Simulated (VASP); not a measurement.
Wanted: the native input for a VASP 6.6.1 run.

| Property | Result |
| --- | --- |
| Task | single point |
| Functional | PBE |
| Potentials or basis | VASP PAW PBE potentials, release 64 (Hf_pv) |
| Cutoff | 520 eV |
| k mesh | 16 × 16 × 16 |
| Occupations | gaussian, width 0.1 eV |
| Spin | no spin polarisation |
| Dipole correction | no |
| Further INCAR settings | ALGO = Fast; EDIFF = 1e-06; NBANDS = 11 |

The structure of Hf lies in POSCAR:

```
Hf
1.0
   -1.7727430697      1.7727430697      1.7727430697
    1.7727430697     -1.7727430697      1.7727430697
    1.7727430697      1.7727430697     -1.7727430697
Hf
1
Direct
    0.0000000000      0.0000000000      0.0000000000
```

This isn't the form of Hf at room conditions, which is hcp.

The input as run:

INCAR

```
SYSTEM = Hf
  ALGO = Fast
  EDIFF = 1E-6
  ENCUT = 520
  GGA = PE
  ISIF = 2
  ISMEAR = 0
  LASPH = .True.
  LCHARG = .True.
  LELF = .True.
  LREAL = .False.
  LVHAR = .True.
  LWAVE = .False.
  NBANDS = 11
  NELM = 100
  PREC = Accurate
  SIGMA = 0.1
```

KPOINTS

```
k-points
0
Gamma
  16 16 16
  0 0 0
```

Potentials or basis: VASP PAW PBE potentials, release 64 (Hf_pv).

Command:

```sh
$ cat potpaw_PBE.64/Hf_pv/POTCAR > POTCAR
$ mpirun -np 1 vasp_std > vasp.out
```

Results of the run:

```json
{
  "Pressure": "-0.4 GPa",
  "Band gap on the k mesh": "zero (bands 5 and 6 overlap by 2.28 eV)"
}
```

Caveat: spin-orbit coupling is left out, which moves the levels of the heavy elements.

Run time: 63 s on 1 thread of Intel Xeon 8259CL (shared host), peak memory 0.16 GiB.
